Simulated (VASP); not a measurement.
Input of a VASP 6.6.1 run:

Contents of INCAR:

```
SYSTEM = MgO
  AGGAC = 1.0
  AGGAX = 1.0
  ALDAC = 0.0
  ALDAX = 1.0
  ALGO = Normal
  EDIFF = 1E-6
  ENCUT = 520
  GGA = B5
  ISIF = 2
  ISMEAR = -1
  LASPH = .TRUE.
  LCHARG = .TRUE.
  LELF = .TRUE.
  LREAL = .FALSE.
  LVHAR = .TRUE.
  LWAVE = .FALSE.
  NBANDS = 11
  NELM = 100
  PREC = Accurate
  SIGMA = 0.05
```

KPOINTS

```
k-points
0
G
  6 6 6
  0 0 0
```

POSCAR

```
MgO
1.0
    0.0000000000      2.0970013927      2.0970013927
    2.0970013927      0.0000000000      2.0970013927
    2.0970013927      2.0970013927      0.0000000000
Mg O
1 1
Direct
    0.0000000000      0.0000000000      0.0000000000
    0.5000000000      0.5000000000      0.5000000000
```

Potentials or basis: VASP PAW PBE potentials, release 64 (Mg, O).

Launch:

```sh
$ cat potpaw_PBE.64/Mg/POTCAR potpaw_PBE.64/O/POTCAR > POTCAR
$ mpirun -np 1 vasp_std > vasp.out
```

Task: What does it give for the band gap on the k mesh?

Result: 5.14 eV, direct.

Task: What does it give for the pressure?

Result: 8.7 GPa.

Caveat: the k points lie up to 0.43 Å⁻¹ apart; the PAW data sets were made with another functional, which shifts forces and pressure a little. As with any semilocal functional, this BLYP gap is likely too small.
